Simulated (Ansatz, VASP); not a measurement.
## Al: VASP beside Ansatz

```
Al
1.0
     0.08855    2.02398    2.02398
     2.02398    0.08855    2.02398
     2.11253    2.11253    0.00000
Al
1
Cartesian
  0.0000 0.0000 0.0000
```

Change from the starting cell: strain +0.0875 x Voigt [0, 0, 0, 0, 0, 1], atoms carried along.

Alike in both runs: task single point; functional PBE; k mesh 20 × 20 × 20; occupations gaussian, width 0.15 eV; no spin polarisation.

|  | VASP | Ansatz |
| --- | --- | --- |
| version | VASP 6.6.1 | Ansatz 0.2.0 |
| potentials or method | VASP PAW PBE potentials, release 64 (Al), cutoff 520 eV | scalar-relativistic, plane waves, PAW |
| valence electrons in the cell | 3 | 3 |

Ansatz gave:

- gap on the k mesh at the Fermi level (eV): none
- pressure (GPa): 0.3
- traceless stress, the component that is largest in VASP (GPa): -2.96

Q: Which values does VASP return?

A: gap on the k mesh at the Fermi level (eV): none; pressure (GPa): 0.3; traceless stress, the component that is largest in VASP (GPa): -2.95.

A gap of «none» marks a metal or a gap that the smearing closes.
